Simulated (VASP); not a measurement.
Set up this calculation in VASP 6.6.1, as the native input.

```
Task                   : single point
Functional             : r2SCAN
Potentials or basis    : VASP PAW PBE potentials, release 64 (N)
Cutoff                 : 520 eV
k mesh                 : 15 × 15 × 8
Occupations            : gaussian, width 0.15 eV
Spin                   : no spin polarisation
Dipole correction      : no
Further INCAR settings : ALGO = Normal; EDIFF = 1e-06; NBANDS = 12
```

N:

```
N
1.0
     3.62900    0.00000    0.00000
    -1.81450    3.14281    0.00000
     0.00000    0.00000    5.89000
N
2
Direct
  0.28561 0.57121 0.25000
  0.66667 0.33333 0.75000
```

This cell differs from its parent crystal: atom 1 (N) moved by (+0.000, -0.300) A along x and y.

These files were run (other wordings do the same):

POSCAR

```
N
1.0
    3.6290016496      0.0000000000      0.0000000000
   -1.8145008248      3.1428076190      0.0000000000
    0.0000000000      0.0000000000      5.8900000000
N
2
Direct
    0.2856053085      0.5712106171      0.2500000000
    0.6666666667      0.3333333333      0.7500000000
```

INCAR.step1

```
SYSTEM = N
PREC = Accurate ; ENCUT = 520
ISMEAR = 0 ; SIGMA = 0.15
LREAL = .False. ; LASPH = .True.
NELM = 100 ; NBANDS = 12
GGA = PE ; ALGO = Normal
EDIFF = 1E-4 ; LWAVE = .True.
LCHARG = .False.
```

INCAR.step2

```
SYSTEM = N
PREC = Accurate ; ENCUT = 520
EDIFF = 1E-6 ; ISMEAR = 0
SIGMA = 0.15 ; LREAL = .False.
LASPH = .True. ; NELM = 100
ALGO = Normal ; ISIF = 2
LWAVE = .False. ; LCHARG = .True.
METAGGA = R2SCAN ; LMIXTAU = .True.
LELF = .True. ; LVHAR = .True.
NBANDS = 12 ; ISTART = 1
```

KPOINTS

```
regular mesh
0
Gamma
  15 15 8
  0 0 0
```

Potentials or basis: VASP PAW PBE potentials, release 64 (N).

The run is started by

```console
$ cat potpaw_PBE.64/N/POTCAR > POTCAR
$ cp INCAR.step1 INCAR
$ mpirun -np 1 vasp_std > vasp.out
$ cp INCAR.step2 INCAR
$ mpirun -np 1 vasp_std > vasp.out
```

Results of the run:

```yaml
Pressure: -8.1 GPa
Largest_force: 0.100 eV/Å
Band_gap_on_the_k_mesh: zero (band 5 reaches -4.71 eV, above the bottom of band 6 at -5.43 eV)
```

Caveat: the cell differs from its parent crystal (atom 1 (N) moved by (+0.000, -0.300) A along x and y); the PAW data sets were made with another functional, which shifts forces and pressure a little.

Run time: 7.1 min on 1 thread of Intel(R) Xeon(R) 6975P-C (Granite Rapids) (shared host), peak memory 0.33 GiB.
